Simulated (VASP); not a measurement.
Set up this calculation in VASP 6.6.1, as the native input.

```yaml
Task: single point
Functional: PBEsol
Potentials_or_basis: VASP PAW PBE potentials, release 64 (Ag)
Cutoff: 520 eV
k_mesh: 16 × 16 × 16
Occupations: fermi-dirac, width 0.1 eV
Spin: non-collinear spin, zero start, spin-orbit coupling
Starting_moments: "[[0.0, 0.0, 0.0]] μB"
Dipole_correction: no
Further_INCAR_settings: ALGO = Normal; EDIFF = 1e-06; NBANDS = 22
```

The structure of Ag lies in POSCAR:

```
Ag
1.0
    0.0000000000      2.0271489574      2.0271489574
    2.0271489574      0.0000000000      2.0271489574
    2.0271489574      2.0271489574      0.0000000000
Ag
1
Direct
    0.0000000000      0.0000000000      0.0000000000
```

The input as run:

INCAR

```
PREC = Accurate
ENCUT = 520
EDIFF = 1E-6
ISMEAR = -1
SIGMA = 0.1
LREAL = False
LASPH = True
NELM = 150
ALGO = Normal
ISIF = 2
LWAVE = False
LCHARG = False
MAGMOM = 0 0 0
LORBIT = 11
LSORBIT = True
GGA_COMPAT = False
LORBMOM = True
LMAXMIX = 4
GGA = PS
NBANDS = 22
```

KPOINTS

```
Automatic mesh
0
Gamma
  16 16 16
```

Potentials or basis: VASP PAW PBE potentials, release 64 (Ag).

Launch:

```bash
$ cat potpaw_PBE.64/Ag/POTCAR > POTCAR
$ mpirun -np 1 vasp_ncl > vasp.out
```

Results of the run:

The pressure is -0.3 GPa. The net moment is 0.00 μB per cell and the valence electrons inside the program's atomic spheres are Ag 9.89.

Caveat: the PAW data sets were made with another functional, which shifts forces and pressure a little.

Wall time 60 s on 1 thread of AMD EPYC 9R45 96-Core Processor (Zen 5) (shared host), peak memory 0.21 GiB.
